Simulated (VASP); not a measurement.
Crystal: Be2Ge.

```
Ge Be
1.0
     0.00000    2.67830    2.67830
     2.67830    0.00000    2.67830
     2.67830    2.67830    0.00000
Ge Be
1 2
Direct
  0.00000 0.00000 0.00000
  0.25000 0.25000 0.25000
  0.75000 0.75000 0.75000
```

Base run:

```yaml
Program: VASP 6.6.1
Functional: PBE
Potentials_or_basis: VASP PAW PBE potentials, release 64 (Ge_d, Be)
Cutoff: 520 eV
k_mesh: 6 × 6 × 6
Occupations: fermi-dirac, width 0.02 eV
Spin: no spin polarisation
```

Its results: band gap on the k mesh zero (band 9 reaches 7.12 eV, above the bottom of band 10 at 6.52 eV); pressure 0.8 GPa.

Question: The run is repeated on the same cell with these changes: functional from PBE to HSE06; k mesh from 6 × 6 × 6 to 4 × 4 × 4. What comes out?

Answer: Band gap on the k mesh zero (band 9 reaches 7.09 eV, above the bottom of band 10 at 6.63 eV); pressure 0.4 GPa.

Several settings changed at once, so the effect can't be laid on one alone.

Caveats: some runs use coarse meshes; the PAW data sets were made with another functional, which shifts forces and pressure a little (some runs).
